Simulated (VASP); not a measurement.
# Hf4Pb (Im-3m) in VASP: further runs

The runs below take Hf4Pb through single point, relaxation of cell and atoms, with PBE.

Program: VASP 6.6.1. These are calculated values, not measurements. Logs are shortened: lines on timing, memory, paths and dates and some standing lists are left out, and cuts for length are marked.

## 1. The cell of the first run

The structure is cubic, space group Im-3m (No. 229). The conventional cell has a = 6.560 Å, b = 6.560 Å, c = 6.560 Å, α = 90.00°, β = 90.00°, γ = 90.00°. Hf (site symmetry -3m) has 2 Pb at 2.84 Å and 6 Hf at 3.28 Å within 3.7 Å. Pb (site symmetry m-3m) has 8 Hf at 2.84 Å within 3.7 Å.

## 2. Single point, PBE

INCAR reads:

```
SYSTEM = Hf4Pb
  PREC = Accurate
  ENCUT = 520
  EDIFF = 1E-6
  ISMEAR = 0
  SIGMA = 0.1
  LREAL = .False.
  LASPH = .True.
  NELM = 100
  ALGO = Normal
  ISIF = 2
  LWAVE = .False.
  LCHARG = .False.
  GGA = PE
  NBANDS = 35
```

KPOINTS reads:

```
Automatic mesh
0
Gamma
  8 8 8
  0 0 0
```

POSCAR reads:

```
Hf4Pb
1.0
   -3.2801406074      3.2801406074      3.2801406074
    3.2801406074     -3.2801406074      3.2801406074
    3.2801406074      3.2801406074     -3.2801406074
Hf Pb
4 1
Direct
    0.5000000000      0.5000000000      0.5000000000
    0.0000000000      0.0000000000      0.5000000000
    0.0000000000      0.5000000000      0.0000000000
    0.5000000000      0.0000000000      0.0000000000
    0.0000000000      0.0000000000      0.0000000000
```

Potentials or basis: VASP PAW PBE potentials, release 64 (Hf_pv, Pb_d).

Launch:

```sh
cat potpaw_PBE.64/Hf_pv/POTCAR potpaw_PBE.64/Pb_d/POTCAR > POTCAR
mpirun -np 1 vasp_std > vasp.out
```

OUTCAR:

```text
SYSTEM = Hf4Pb
   PREC = Accurate
   ENCUT = 520
   EDIFF = 1E-6
   ISMEAR = 0
   LREAL = .False.
   LASPH = .True.
   NELM = 100
   ISIF = 2
   GGA = PE

 ion  position               nearest neighbor table
   1  0.500  0.500  0.500-   5 2.84   5 2.84   4 3.28   2 3.28   4 3.28   3 3.28   2 3.28   3 3.28

   2  0.000  0.000  0.500-   5 2.84   5 2.84   4 3.28   1 3.28   3 3.28   3 3.28   4 3.28   1 3.28

   3  0.000  0.500  0.000-   5 2.84   5 2.84   4 3.28   1 3.28   2 3.28   2 3.28   1 3.28   4 3.28

   4  0.500  0.000  0.000-   5 2.84   5 2.84   3 3.28   1 3.28   1 3.28   2 3.28   2 3.28   3 3.28

   5  0.000  0.000  0.000-   1 2.84   2 2.84   3 2.84   4 2.84   2 2.84   3 2.84   4 2.84   1 2.84

  LATTYP: Found a body centered cubic cell.
 ALAT       =     6.5602812148

  Lattice vectors:

 A1 = (  -3.2801406074,   3.2801406074,   3.2801406074)
 A2 = (   3.2801406074,  -3.2801406074,   3.2801406074)
 A3 = (   3.2801406074,   3.2801406074,  -3.2801406074)

Analysis of symmetry for initial positions (statically):
=====================================================================
 Subroutine PRICEL returns:
 Original cell was already a primitive cell.

 Routine SETGRP: Setting up the symmetry group for a
 body centered cubic supercell.

 Subroutine GETGRP returns: Found 48 space group operations
 (whereof 48 operations were pure point group operations)
 out of a pool of 48 trial point group operations.

The static configuration has the point symmetry O_h .

Analysis of symmetry for dynamics (positions and initial velocities):
=====================================================================
 Subroutine PRICEL returns:
 Original cell was already a primitive cell.

 Routine SETGRP: Setting up the symmetry group for a
 body centered cubic supercell.

 Subroutine GETGRP returns: Found 48 space group operations
 (whereof 48 operations were pure point group operations)
 out of a pool of 48 trial point group operations.

The dynamic configuration has the point symmetry O_h .

 Subroutine INISYM returns: Found 48 space group operations
 (whereof 48 operations are pure point group operations),
 and found     1 'primitive' translations

----------------------------------------------------------------------------------------

                                     Primitive cell

  volume of cell :     141.1684

  direct lattice vectors                    reciprocal lattice vectors
    -3.280140607  3.280140607  3.280140607     0.000000000  0.152432490  0.152432490
     3.280140607 -3.280140607  3.280140607     0.152432490  0.000000000  0.152432490
     3.280140607  3.280140607 -3.280140607     0.152432490  0.152432490  0.000000000

  length of vectors
     5.681370188  5.681370188  5.681370188     0.215572095  0.215572095  0.215572095

  position of ions in fractional coordinates (direct lattice)
     0.500000000  0.500000000  0.500000000
     0.000000000  0.000000000  0.500000000
     0.000000000  0.500000000  0.000000000
     0.500000000  0.000000000  0.000000000
     0.000000000  0.000000000  0.000000000

  ion indices of the primitive-cell ions
   primitive index   ion index
                 1           1
                 2           2
                 3           3
                 4           4
                 5           5

----------------------------------------------------------------------------------------

 KPOINTS: Automatic mesh

Automatic generation of k-mesh.
 Grid dimensions read from file:
 generate k-points for:    8    8    8

 Generating k-lattice:

  Cartesian coordinates                     Fractional coordinates (reciprocal lattice)
     0.000000000  0.019054061  0.019054061     0.125000000  0.000000000  0.000000000
     0.019054061  0.000000000  0.019054061     0.000000000  0.125000000  0.000000000
     0.019054061  0.019054061  0.000000000     0.000000000  0.000000000  0.125000000

  Length of vectors
     0.026946512  0.026946512  0.026946512

  Shift w.r.t. Gamma in fractional coordinates (k-lattice)
     0.000000000  0.000000000  0.000000000

 Subroutine IBZKPT returns following result:
 ===========================================

 Found     29 irreducible k-points:

 Following reciprocal coordinates:
            Coordinates               Weight
  0.000000  0.000000  0.000000      1.000000
  0.125000  0.000000  0.000000     12.000000
  0.250000  0.000000  0.000000     12.000000
  0.375000  0.000000  0.000000     12.000000
  0.500000  0.000000  0.000000      6.000000
  0.125000  0.125000  0.000000     24.000000
[... 16 lines left out ...]
 -0.250000  0.250000  0.250000      6.000000
 -0.375000  0.375000  0.250000     24.000000
 [... further k-points ...]
   k-points           NKPTS =     29   k-points in BZ     NKDIM =     29   number of bands    NBANDS=     35
   number of dos      NEDOS =    301   number of ions     NIONS =      5
   total plane-waves  NPLWV =  74088
   dimension x,y,z NGX =    42 NGY =   42 NGZ =   42
   dimension x,y,z NGXF=    84 NGYF=   84 NGZF=   84
   ions per type =               4   1
   NGX,Y,Z   is equivalent  to a cutoff of  12.29, 12.29, 12.29 a.u.
   NGXF,Y,Z  is equivalent  to a cutoff of  24.58, 24.58, 24.58 a.u.
 SYSTEM =  Hf4Pb
   PREC   = accura    normal or accurate (medium, high low for compatibility)
   ISTART =      0    job   : 0-new  1-cont  2-samecut
   ICHARG =      2    charge: 1-file 2-atom 10-const
   ISPIN  =      1    spin polarized calculation?
   LNONCOLLINEAR =      F non collinear calculations
   LSORBIT =      F    spin-orbit coupling
   LASPH  =      T    aspherical Exc in radial PAW
   ENCUT  =  520.0 eV  38.22 Ry    6.18 a.u.  10.56 10.56 10.56*2*pi/ulx,y,z
   NELM   =    100;   NELMIN=  2; NELMDL= -5     # of ELM steps
   EDIFF  = 0.1E-05   stopping-criterion for ELM
   LREAL  =      F    real-space projection
   EDIFFG = 0.1E-04   stopping-criterion for IOM
   NSW    =      0    number of steps for IOM
   IBRION =     -1    ionic relax: 0-MD 1-quasi-New 2-CG
   NFREE  =      0    steps in history (QN), initial steepest desc. (CG)
   ISIF   =      2    stress and relaxation
   ISYM   =      2    0-nonsym 1-usesym 2-fastsym
   POTIM  = 0.5000    time-step for ionic-motion
   TEBEG  =    0.0;   TEEND  =   0.0 temperature during run
   PSTRESS=    0.0 pullay stress
   NELECT =      54.0000    total number of electrons
   NUPDOWN=      -1.0000    fix difference up-down
   EMIN   =  10.00;   EMAX   =-10.00  energy-range for DOS
   EFERMI =   0.00;   METHOD = LEGACY
   ISMEAR =     0;   SIGMA  =   0.10  broadening in eV -4-tet -1-fermi 0-gaus
   EFERMI_NEDOS =   21; number of points for ismear=-14 and -15
   IALGO  =     38    algorithm
   IMIX   =      4    mixing-type and parameters
     AMIX     =   0.40;   BMIX     =  1.00
     AMIX_MAG =   1.60;   BMIX_MAG =  1.00
  volume/ion in A,a.u.               =      28.23       190.53
  Fermi-wavevector in a.u.,A,eV,Ry     =   1.188394  2.245738 19.215226  1.412279
  Thomas-Fermi vector in A             =   2.324524
   LORBIT       =      0    0 simple, 1 ext, 2 COOP (PROOUT), +10 PAW based schemes
   GGA     = PE    functional components
   LHFCALC =     F    Hartree Fock is set to
   AEXX    =    0.0000 exact exchange contribution
   IVDW    =     0    specifies the selected vdW correction
   LEPSILON=     F    determine dielectric tensor
   LRPA    =     F    only Hartree local field effects (RPA)
 non-spin polarized calculation
 Gauss-broadening in eV      SIGMA  =   0.10
  energy-cutoff  :      520.00
  volume of cell :      141.17
 maximum number of plane-waves:      3833
   NGX = 21   NGY = 21   NGZ = 21

 number of electron      54.0000008 magnetization

 Free energy of the ion-electron system (eV)
  ---------------------------------------------------
  ext. energy  EPLUGINS =         0.00000000
  ---------------------------------------------------
  free energy    TOTEN  =       -37.79528782 eV

  energy without entropy =      -37.75996440  energy(sigma->0) =      -37.77762611

 E-fermi :   3.9566     XC(G=0): -10.1620

 val. band max:        3.9354205033   @ k =   0.2500   0.2500   0.0000
 cond. band min:       3.9779658161   @ k =  -0.3750  -0.3750   0.1250
 fundamental gap:      0.0425453128
 Fermi energy:         3.9566444007

 k-point     1 :       0.0000    0.0000    0.0000
  band No.  band energies     occupation
      1     -27.1877      2.00000
      2     -27.1877      2.00000
      3     -27.1877      2.00000
      4     -27.0880      2.00000
      5     -27.0880      2.00000
      6     -27.0880      2.00000
[... 27 lines left out ...]
     34       6.8010      0.00000
     35       6.8051      0.00000

 k-point     2 :       0.1250    0.0000    0.0000
  band No.  band energies     occupation
      1     -27.1859      2.00000
      2     -27.1834      2.00000
      3     -27.1761      2.00000
      4     -27.0835      2.00000
      5     -27.0830      2.00000
      6     -27.0764      2.00000
[... 27 lines left out ...]
     34       6.6578      0.00000
     35       6.8178      0.00000

 k-point     3 :       0.2500    0.0000    0.0000
  band No.  band energies     occupation
      1     -27.1821      2.00000
      2     -27.1739      2.00000
      3     -27.1430      2.00000
      4     -27.0685      2.00000
      5     -27.0663      2.00000
      6     -27.0431      2.00000
[... 27 lines left out ...]
     34       6.7041      0.00000
     35       6.8830      0.00000
[... 723 lines left out ...]
 k-point    23 :      -0.2500    0.2500    0.2500
  band No.  band energies     occupation
      1     -27.2246      2.00000
      2     -27.1420      2.00000
      3     -27.1420      2.00000
      4     -27.1055      2.00000
      5     -27.0015      2.00000
      6     -26.9868      2.00000
[... 27 lines left out ...]
     34       6.4787      0.00000
     35       6.9355      0.00000

 k-point    24 :      -0.3750    0.3750    0.2500
  band No.  band energies     occupation
      1     -27.2367      2.00000
      2     -27.1343      2.00000
      3     -27.1227      2.00000
      4     -27.1060      2.00000
      5     -27.0500      2.00000
      6     -27.0388      2.00000
[... 27 lines left out ...]
     34       6.2617      0.00000
     35       6.6562      0.00000

 [... further k-points ...]
[... 5 lines left out ...]
  --------------------------------------------------------------------------------------
  -------------------------------------------------------------------------------------
  Total       -0.3069335     -0.3069335     -0.3069335      0.0000000      0.0000000     -0.0000000
  in kB       -3.4835138     -3.4835138     -3.4835138      0.0000000      0.0000000     -0.0000000
  external PRESSURE =      -3.4835138 kB  Pullay stress =       0.0000000 kB

 VOLUME and BASIS-vectors are now :
 -----------------------------------------------------------------------------
  energy-cutoff  :      520.00
  volume of cell :      141.17
      direct lattice vectors                 reciprocal lattice vectors
    -3.280140607  3.280140607  3.280140607     0.000000000  0.152432490  0.152432490
     3.280140607 -3.280140607  3.280140607     0.152432490  0.000000000  0.152432490
     3.280140607  3.280140607 -3.280140607     0.152432490  0.152432490  0.000000000

 POSITION                                       TOTAL-FORCE (eV/Angst)
 -----------------------------------------------------------------------------------
      1.64007      1.64007      1.64007         0.000000      0.000000     -0.000000
      1.64007      1.64007     -1.64007         0.000000     -0.000000      0.000000
      1.64007     -1.64007      1.64007        -0.000000     -0.000000     -0.000000
     -1.64007      1.64007      1.64007        -0.000000      0.000000      0.000000
      0.00000      0.00000      0.00000        -0.000000      0.000000     -0.000000
 -----------------------------------------------------------------------------------
    total drift:                               -0.000000     -0.000000      0.000000

  FREE ENERGIE OF THE ION-ELECTRON SYSTEM (eV)
  ---------------------------------------------------
  free  energy   TOTEN  =       -37.7952878195 eV

  energy  without entropy=      -37.7599644004  energy(sigma->0) =      -37.77762611
```

Run time: 66 s. Hardware: 1 thread of Intel Xeon 6975P-C (Granite Rapids), shared host; peak memory 0.32 GiB.

Results:

```yaml
Free_energy: -37.7953 eV
Pressure: -0.3 GPa
Band_gap_on_the_k_mesh: zero (band 27 reaches 4.63 eV, above the bottom of band 28 at 3.13 eV)
```

Levels at points of the mesh, in eV from the Fermi level:
```
           k point  band 23  band 24  band 25  band 26  band 27  band 28  band 29  band 30  band 31  band 32
(0.00, 0.00, 0.00)    -0.94    -0.94    -0.86    -0.86    -0.86    -0.83    -0.83     2.54     2.54     2.54
(0.50, 0.00, 0.00)    -1.18    -0.56    -0.40    -0.14    -0.05     0.33     0.75     1.22     1.27     1.33
(0.50, 0.50, 0.50)    -1.16    -1.16    -0.47    -0.47    -0.47    -0.33    -0.33     1.49     1.49     1.49
```

Caveat: spin-orbit coupling is left out, which moves the levels of the heavy elements.

## 3. Relaxation of cell and atoms, PBE

INCAR reads:

```
SYSTEM = Hf4Pb
PREC = Accurate ; ENCUT = 600
EDIFF = 1E-7 ; ISMEAR = 0
SIGMA = 0.1 ; LREAL = .False.
LASPH = .True. ; NELM = 100
ALGO = Normal ; ISIF = 3
LWAVE = .False. ; LCHARG = .False.
GGA = PE ; IBRION = 2
NSW = 100 ; EDIFFG = -0.01
```

KPOINTS reads:

```
regular mesh
0
Gamma
  8 8 8
  0 0 0
```

POSCAR: that of step 2 with these lines changed.

```diff
@@ -2,5 +2,5 @@
 1.0
-   -3.2801406074      3.2801406074      3.2801406074
-    3.2801406074     -3.2801406074      3.2801406074
-    3.2801406074      3.2801406074     -3.2801406074
+   -3.2817115208      3.2817115208      3.2817115208
+    3.2817115208     -3.2817115208      3.2817115208
+    3.2817115208      3.2817115208     -3.2817115208
 Hf Pb
```

Potentials or basis: VASP PAW PBE potentials, release 64 (Hf_pv, Pb_d).

Launch:

```sh
cat potpaw_PBE.64/Hf_pv/POTCAR potpaw_PBE.64/Pb_d/POTCAR > POTCAR
mpirun -np 1 vasp_std > vasp.out
```

It took 3.5 min on 1 thread of Intel Xeon 6975P-C (Granite Rapids), shared host; peak memory 0.42 GiB.

The run converged. Its results:

```yaml
Free_energy: -37.7966 eV
Relaxed_volume: 28.11 Å³/atom
Relaxed_cell: a = 5.673 Å, b = 5.673 Å, c = 5.673 Å, α = 109.47°, β = 109.47°, γ = 109.47°
Space_group_after_relaxing_to_0.05_Å: Im-3m (No. 229)
Energy_gained_by_relaxing: 0.2 meV/atom
Ionic_steps: 3
Pressure_after_relaxing: 0.0 GPa
Band_gap_on_the_k_mesh: zero (band 27 reaches 4.67 eV, above the bottom of band 28 at 3.15 eV)
```

Step by step:
```
step  energy change (eV)  largest force (eV/Å)  pressure (GPa)  volume (Å³)
   1              0.0000                0.0000           -0.44       141.37
   2              0.0000                0.0000            0.45       139.77
   3             -0.0011                0.0000            0.00       140.56
```

Final structure:
```xyz
5
Lattice="-3.2755 3.2755 3.2755 3.2755 -3.2755 3.2755 3.2755 3.2755 -3.2755" Properties=species:S:1:pos:R:3 pbc="T T T"
Hf    1.6377    1.6377    1.6377
Hf    1.6377    1.6377   -1.6377
Hf    1.6377   -1.6377    1.6377
Hf   -1.6377    1.6377    1.6377
Pb    0.0000    0.0000    0.0000
```

Levels at points of the mesh, in eV from the Fermi level:
```tsv
k point	band 24	band 25	band 26	band 27	band 28	band 29	band 30	band 31
(0.00, 0.00, 0.00)	-0.94	-0.86	-0.86	-0.86	-0.84	-0.84	2.55	2.55
(0.50, 0.00, 0.00)	-0.56	-0.40	-0.14	-0.05	0.33	0.75	1.22	1.27
(0.50, 0.50, 0.50)	-1.17	-0.47	-0.47	-0.47	-0.33	-0.33	1.49	1.49
```

Caveat: spin-orbit coupling is left out, which moves the levels of the heavy elements.

## 4. Single point, PBE

This run uses another cell than the first one, of 26.73 Å³/atom, 0.947 times its volume.

INCAR reads:

```
SYSTEM = Hf4Pb
PREC = Accurate ; ENCUT = 520
EDIFF = 1E-6 ; ISMEAR = 0
SIGMA = 0.1 ; LREAL = .False.
LASPH = .True. ; NELM = 100
ALGO = Normal ; ISIF = 2
LWAVE = .False. ; LCHARG = .False.
GGA = PE ; NBANDS = 35
```

KPOINTS reads:

```
Automatic mesh
0
Gamma
  4 4 4
  0 0 0
```

POSCAR: that of step 3 with these lines changed.

```diff
@@ -2,5 +2,5 @@
 1.0
-   -3.2817115208      3.2817115208      3.2817115208
-    3.2817115208     -3.2817115208      3.2817115208
-    3.2817115208      3.2817115208     -3.2817115208
+   -3.2209799800      3.2209799800      3.2209799800
+    3.2209799800     -3.2209799800      3.2209799800
+    3.2209799800      3.2209799800     -3.2209799800
 Hf Pb
```

Launch:

```sh
cat potpaw_PBE.64/Hf_pv/POTCAR potpaw_PBE.64/Pb_d/POTCAR > POTCAR
mpirun -np 1 vasp_std > vasp.out
```

Wall time 25 s (1 thread of Intel Xeon 6975P-C (Granite Rapids), shared host); peak memory 0.25 GiB.

Results (log left out):

| Item | Value |
| --- | --- |
| Free energy | -37.7004 eV |
| Pressure | 4.5 GPa |
| Band gap on the k mesh | zero (band 27 reaches 5.04 eV, above the bottom of band 28 at 3.49 eV) |

Levels at points of the mesh, in eV from the Fermi level:
| k point | band 25 | band 26 | band 27 | band 28 | band 29 | band 30 |
| --- | --- | --- | --- | --- | --- | --- |
| (0.00, 0.00, 0.00) | -0.80 | -0.80 | -0.79 | -0.79 | -0.79 | 2.76 |
| (0.50, 0.00, 0.00) | -0.28 | -0.13 | -0.02 | 0.40 | 0.80 | 1.33 |
| (0.50, 0.50, 0.50) | -0.49 | -0.49 | -0.49 | -0.27 | -0.27 | 1.59 |

Caveat: spin-orbit coupling is left out, which moves the levels of the heavy elements.

## 5. Summary

| task | cell | k mesh | cutoff (eV) | gap on the mesh (eV) | pressure (GPa) |
| --- | --- | --- | --- | --- | --- |
| single point | a = 5.681 Å, angles 109.5°, 5 atoms | 8 × 8 × 8 | 520 | none | -0.3 |
| relaxation of cell and atoms | relaxed from a = 5.684 Å, angles 109.5°, 5 atoms | 8 × 8 × 8 | 600 | none | 0.0 |
| single point | a = 5.579 Å, angles 109.5°, 5 atoms | 4 × 4 × 4 | 520 | none | 4.5 |

Alike in all rows: level PBE; potentials or basis VASP PAW PBE potentials, release 64 (Hf_pv, Pb_d); no spin polarisation; smearing gaussian 0.1 eV.

Caveats: spin-orbit coupling is left out, which moves the levels of the heavy elements.

Total energies depend on the potentials used, so only differences within one code and one set of settings carry meaning.
